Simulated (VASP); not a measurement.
# ZrNb2N3 (P4/mmm) in VASP: single point with PBE

Aim: the single point of ZrNb2N3 with PBE.

All numbers are computed with VASP 6.6.1; they aren't measurements. Logs are shortened: lines on timing, memory, paths and dates and some standing lists are left out, and cuts for length are marked.

### 1 The cell of the first run

The structure is tetragonal, space group P4/mmm (No. 123). The conventional cell has a = 4.179 Å, b = 4.179 Å, c = 5.282 Å, α = 90.00°, β = 90.00°, γ = 90.00°. Zr (site symmetry 4/mmm) has 4 N at 2.09 Å and 2 Nb at 2.64 Å within 2.8 Å. Nb (site symmetry 4/mmm) has 6 N at 2.09 to 2.64 Å within 2.8 Å. Within 3.5 Å of Nb (site symmetry 4/mmm) lie 2 Zr at 2.64 Å and 12 N at 2.96 to 3.37 Å. N (site symmetry 4/mmm) has 6 Nb at 2.64 to 2.96 Å and 8 N at 3.37 Å within 3.5 Å. N (site symmetry mmm) has 2 Zr at 2.09 Å and 2 Nb at 2.09 Å within 2.8 Å.

The cell was built from a structure type or drawn by symmetry, and may not be a known phase.

### 2 Single point, PBE

Input file INCAR:

```
ALGO = Normal
EDIFF = 1E-6
ENCUT = 600
GGA = PE
GGA_COMPAT = F
ISIF = 2
ISMEAR = 0
LASPH = T
LCHARG = F
LREAL = F
LWAVE = F
NBANDS = 36
NELM = 120
PREC = Accurate
SIGMA = 0.15
```

Input file KPOINTS:

```
k-points
0
Gamma
  3 3 3
```

Input file POSCAR:

```
ZrNb2N3
1.0
    4.1794612326      0.0000000000      0.0000000000
    0.0000000000      4.1794612326      0.0000000000
    0.0000000000      0.0000000000      5.2823483547
Zr Nb N
1 2 3
Direct
    0.0000000000      0.0000000000      0.5000000000
    0.5000000000      0.5000000000      0.5000000000
    0.0000000000      0.0000000000      0.0000000000
    0.5000000000      0.5000000000      0.0000000000
    0.0000000000      0.5000000000      0.5000000000
    0.5000000000      0.0000000000      0.5000000000
```

Potentials or basis: VASP PAW PBE potentials, release 64 (Zr_sv, Nb_sv, N).

Launch:

```
$ cat potpaw_PBE.64/Zr_sv/POTCAR potpaw_PBE.64/Nb_sv/POTCAR potpaw_PBE.64/N/POTCAR > POTCAR
$ mpirun -np 1 vasp_std > vasp.out
```

OUTCAR:

```text
EDIFF = 1E-6
   ENCUT = 600
   GGA = PE
   ISIF = 2
   ISMEAR = 0
   LASPH = T
   LREAL = F
   NELM = 120
   PREC = Accurate

 ion  position               nearest neighbor table
   1  0.000  0.000  0.500-   5 2.09   6 2.09   5 2.09   6 2.09   3 2.64   3 2.64   2 2.96   2 2.96
                             2 2.96   2 2.96
   2  0.500  0.500  0.500-   5 2.09   6 2.09   6 2.09   5 2.09   1 2.96   1 2.96   1 2.96   1 2.96

   3  0.000  0.000  0.000-   1 2.64   1 2.64
   4  0.500  0.500  0.000-
   5  0.000  0.500  0.500-   1 2.09   2 2.09   1 2.09   2 2.09
   6  0.500  0.000  0.500-   1 2.09   2 2.09   2 2.09   1 2.09

  LATTYP: Found a simple tetragonal cell.
 ALAT       =     4.1794612326
 C/A-ratio  =     1.2638826061

  Lattice vectors:

 A1 = (   4.1794612326,   0.0000000000,   0.0000000000)
 A2 = (   0.0000000000,   4.1794612326,   0.0000000000)
 A3 = (   0.0000000000,   0.0000000000,   5.2823483547)

Analysis of symmetry for initial positions (statically):
=====================================================================
 Subroutine PRICEL returns:
 Original cell was already a primitive cell.

 Routine SETGRP: Setting up the symmetry group for a
 simple tetragonal supercell.

 Subroutine GETGRP returns: Found 16 space group operations
 (whereof 16 operations were pure point group operations)
 out of a pool of 16 trial point group operations.

The static configuration has the point symmetry D_4h.

Analysis of symmetry for dynamics (positions and initial velocities):
=====================================================================
 Subroutine PRICEL returns:
 Original cell was already a primitive cell.

 Routine SETGRP: Setting up the symmetry group for a
 simple tetragonal supercell.

 Subroutine GETGRP returns: Found 16 space group operations
 (whereof 16 operations were pure point group operations)
 out of a pool of 16 trial point group operations.

The dynamic configuration has the point symmetry D_4h.

 Subroutine INISYM returns: Found 16 space group operations
 (whereof 16 operations are pure point group operations),
 and found     1 'primitive' translations

----------------------------------------------------------------------------------------

                                     Primitive cell

  volume of cell :      92.2715

  direct lattice vectors                    reciprocal lattice vectors
     4.179461233  0.000000000  0.000000000     0.239265289  0.000000000  0.000000000
     0.000000000  4.179461233  0.000000000     0.000000000  0.239265289  0.000000000
     0.000000000  0.000000000  5.282348355     0.000000000  0.000000000  0.189309741

  length of vectors
     4.179461233  4.179461233  5.282348355     0.239265289  0.239265289  0.189309741

  position of ions in fractional coordinates (direct lattice)
     0.000000000  0.000000000  0.500000000
     0.500000000  0.500000000  0.500000000
     0.000000000  0.000000000  0.000000000
     0.500000000  0.500000000  0.000000000
     0.000000000  0.500000000  0.500000000
     0.500000000  0.000000000  0.500000000

  ion indices of the primitive-cell ions
   primitive index   ion index
                 1           1
                 2           2
                 3           3
                 4           4
                 5           5
                 6           6

----------------------------------------------------------------------------------------

 KPOINTS: k-points

Automatic generation of k-mesh.
 Grid dimensions read from file:
 generate k-points for:    3    3    3

 Generating k-lattice:

  Cartesian coordinates                     Fractional coordinates (reciprocal lattice)
     0.079755096  0.000000000  0.000000000     0.333333333  0.000000000  0.000000000
     0.000000000  0.079755096  0.000000000     0.000000000  0.333333333  0.000000000
     0.000000000  0.000000000  0.063103247     0.000000000  0.000000000  0.333333333

  Length of vectors
     0.079755096  0.079755096  0.063103247

  Shift w.r.t. Gamma in fractional coordinates (k-lattice)
     0.000000000  0.000000000  0.000000000

 Subroutine IBZKPT returns following result:
 ===========================================

 Found      6 irreducible k-points:

 Following reciprocal coordinates:
            Coordinates               Weight
  0.000000  0.000000  0.000000      1.000000
  0.333333  0.000000  0.000000      4.000000
  0.333333  0.333333  0.000000      4.000000
  0.000000  0.000000  0.333333      2.000000
  0.333333  0.000000  0.333333      8.000000
  0.333333  0.333333  0.333333      8.000000
   k-points           NKPTS =      6   k-points in BZ     NKDIM =      6   number of bands    NBANDS=     36
   number of dos      NEDOS =    301   number of ions     NIONS =      6
   total plane-waves  NPLWV =  54432
   dimension x,y,z NGX =    36 NGY =   36 NGZ =   42
   dimension x,y,z NGXF=    72 NGYF=   72 NGZF=   84
   ions per type =               1   2   3
   NGX,Y,Z   is equivalent  to a cutoff of  14.32, 14.32, 13.22 a.u.
   NGXF,Y,Z  is equivalent  to a cutoff of  28.64, 28.64, 26.44 a.u.
 SYSTEM =  unknown system
   PREC   = accura    normal or accurate (medium, high low for compatibility)
   ISTART =      0    job   : 0-new  1-cont  2-samecut
   ICHARG =      2    charge: 1-file 2-atom 10-const
   ISPIN  =      1    spin polarized calculation?
   LNONCOLLINEAR =      F non collinear calculations
   LSORBIT =      F    spin-orbit coupling
   LASPH  =      T    aspherical Exc in radial PAW
   ENCUT  =  600.0 eV  44.10 Ry    6.64 a.u.   8.35  8.35 10.55*2*pi/ulx,y,z
   NELM   =    120;   NELMIN=  2; NELMDL= -5     # of ELM steps
   EDIFF  = 0.1E-05   stopping-criterion for ELM
   LREAL  =      F    real-space projection
   EDIFFG = 0.1E-04   stopping-criterion for IOM
   NSW    =      0    number of steps for IOM
   IBRION =     -1    ionic relax: 0-MD 1-quasi-New 2-CG
   NFREE  =      0    steps in history (QN), initial steepest desc. (CG)
   ISIF   =      2    stress and relaxation
   ISYM   =      2    0-nonsym 1-usesym 2-fastsym
   POTIM  = 0.5000    time-step for ionic-motion
   TEBEG  =    0.0;   TEEND  =   0.0 temperature during run
   PSTRESS=    0.0 pullay stress
   NELECT =      53.0000    total number of electrons
   NUPDOWN=      -1.0000    fix difference up-down
   EMIN   =  10.00;   EMAX   =-10.00  energy-range for DOS
   EFERMI =   0.00;   METHOD = LEGACY
   ISMEAR =     0;   SIGMA  =   0.15  broadening in eV -4-tet -1-fermi 0-gaus
   EFERMI_NEDOS =   21; number of points for ismear=-14 and -15
   IALGO  =     38    algorithm
   IMIX   =      4    mixing-type and parameters
     AMIX     =   0.40;   BMIX     =  1.00
     AMIX_MAG =   1.60;   BMIX_MAG =  1.00
  volume/ion in A,a.u.               =      15.38       103.78
  Fermi-wavevector in a.u.,A,eV,Ry     =   1.360852  2.571637 25.196878  1.851918
  Thomas-Fermi vector in A             =   2.487479
   LORBIT       =      0    0 simple, 1 ext, 2 COOP (PROOUT), +10 PAW based schemes
   GGA     = PE    functional components
   LHFCALC =     F    Hartree Fock is set to
   AEXX    =    0.0000 exact exchange contribution
   IVDW    =     0    specifies the selected vdW correction
   LEPSILON=     F    determine dielectric tensor
   LRPA    =     F    only Hartree local field effects (RPA)
 non-spin polarized calculation
 Gauss-broadening in eV      SIGMA  =   0.15
  energy-cutoff  :      600.00
  volume of cell :       92.27
 maximum number of plane-waves:      3097
 NGX is ok and might be reduce to    36
   NGX = 17   NGY = 17   NGZ = 21

 number of electron      53.0000007 magnetization

 Free energy of the ion-electron system (eV)
  ---------------------------------------------------
  ext. energy  EPLUGINS =         0.00000000
  ---------------------------------------------------
  free energy    TOTEN  =       -51.54740947 eV

  energy without entropy =      -51.45547127  energy(sigma->0) =      -51.50144037

 E-fermi :   7.8185     XC(G=0): -11.0888

 val. band max:        7.8064025807   @ k =   0.3333   0.3333   0.3333
 cond. band min:       7.8583863682   @ k =   0.3333   0.3333   0.3333
 fundamental gap:      0.0519837875
 Fermi energy:         7.8184569820

 k-point     1 :       0.0000    0.0000    0.0000
  band No.  band energies     occupation
      1     -48.5212      2.00000
      2     -47.9303      2.00000
      3     -40.1423      2.00000
      4     -24.6707      2.00000
      5     -24.6707      2.00000
      6     -24.4893      2.00000
[... 28 lines left out ...]
     35      10.2755      0.00000
     36      12.2777      0.00000

 k-point     2 :       0.3333    0.0000    0.0000
  band No.  band energies     occupation
      1     -48.5199      2.00000
      2     -47.9299      2.00000
      3     -40.1425      2.00000
      4     -24.6949      2.00000
      5     -24.6557      2.00000
      6     -24.4848      2.00000
[... 28 lines left out ...]
     35      12.0807      0.00000
     36      12.3230      0.00000

 k-point     3 :       0.3333    0.3333    0.0000
  band No.  band energies     occupation
      1     -48.5189      2.00000
      2     -47.9295      2.00000
      3     -40.1401      2.00000
      4     -24.7311      2.00000
      5     -24.7070      2.00000
      6     -24.4819      2.00000
[... 28 lines left out ...]
     35      12.5225      0.00000
     36      12.7621      0.00000

 k-point     4 :       0.0000    0.0000    0.3333
  band No.  band energies     occupation
      1     -48.5212      2.00000
      2     -47.9294      2.00000
      3     -40.1480      2.00000
      4     -24.6701      2.00000
      5     -24.6701      2.00000
      6     -24.4890      2.00000
[... 28 lines left out ...]
     35      10.6114      0.00000
     36      10.6116      0.00000

 k-point     5 :       0.3333    0.0000    0.3333
  band No.  band energies     occupation
      1     -48.5199      2.00000
      2     -47.9290      2.00000
      3     -40.1482      2.00000
      4     -24.6948      2.00000
      5     -24.6555      2.00000
      6     -24.4865      2.00000
[... 28 lines left out ...]
     35      10.9132      0.00000
     36      11.6628      0.00000

 k-point     6 :       0.3333    0.3333    0.3333
  band No.  band energies     occupation
      1     -48.5189      2.00000
      2     -47.9287      2.00000
      3     -40.1458      2.00000
      4     -24.7302      2.00000
      5     -24.7065      2.00000
      6     -24.4835      2.00000
[... 28 lines left out ...]
     35      11.3440      0.00000
     36      11.6162      0.00000

------------------------ aborting loop because EDIFF is reached ----------------------------------------

  FORCE on cell =-STRESS in cart. coord.  units (eV):
  Direction    XX          YY          ZZ          XY          YZ          ZX
  --------------------------------------------------------------------------------------
  -------------------------------------------------------------------------------------
  Total       -0.0018911     -0.0018911      0.1207224      0.0000000      0.0000000      0.0000000
  in kB       -0.0328364     -0.0328364      2.0961915      0.0000000      0.0000000      0.0000000
  external PRESSURE =       0.6768396 kB  Pullay stress =       0.0000000 kB

 VOLUME and BASIS-vectors are now :
 -----------------------------------------------------------------------------
  energy-cutoff  :      600.00
  volume of cell :       92.27
      direct lattice vectors                 reciprocal lattice vectors
     4.179461233  0.000000000  0.000000000     0.239265289  0.000000000  0.000000000
     0.000000000  4.179461233  0.000000000     0.000000000  0.239265289  0.000000000
     0.000000000  0.000000000  5.282348355     0.000000000  0.000000000  0.189309741

 POSITION                                       TOTAL-FORCE (eV/Angst)
 -----------------------------------------------------------------------------------
      0.00000      0.00000      2.64117         0.000000      0.000000      0.000000
      2.08973      2.08973      2.64117         0.000000      0.000000      0.000000
      0.00000      0.00000      0.00000         0.000000      0.000000      0.000000
      2.08973      2.08973      0.00000         0.000000      0.000000      0.000000
      0.00000      2.08973      2.64117         0.000000      0.000000      0.000000
      2.08973      0.00000      2.64117         0.000000      0.000000      0.000000
 -----------------------------------------------------------------------------------
    total drift:                                0.000000      0.000000      0.000000

  FREE ENERGIE OF THE ION-ELECTRON SYSTEM (eV)
  ---------------------------------------------------
  free  energy   TOTEN  =       -51.5474094709 eV

  energy  without entropy=      -51.4554712678  energy(sigma->0) =      -51.50144037
```

It took 30 s on 1 thread of AMD EPYC 7R13 (Zen 3), shared host; peak memory 0.19 GiB.

Results:

```
Free energy            : -51.5474 eV
Pressure               : 0.1 GPa
Band gap on the k mesh : zero (an odd number of electrons rules out a gap without spin polarisation)
```

Stress tensor (GPa, compression positive):
```
0.00 0.00 0.00
0.00 0.00 0.00
0.00 0.00 0.21
```

Caveat: the k points lie up to 0.50 Å⁻¹ apart, too coarse for converged energies and pressures of a metal.
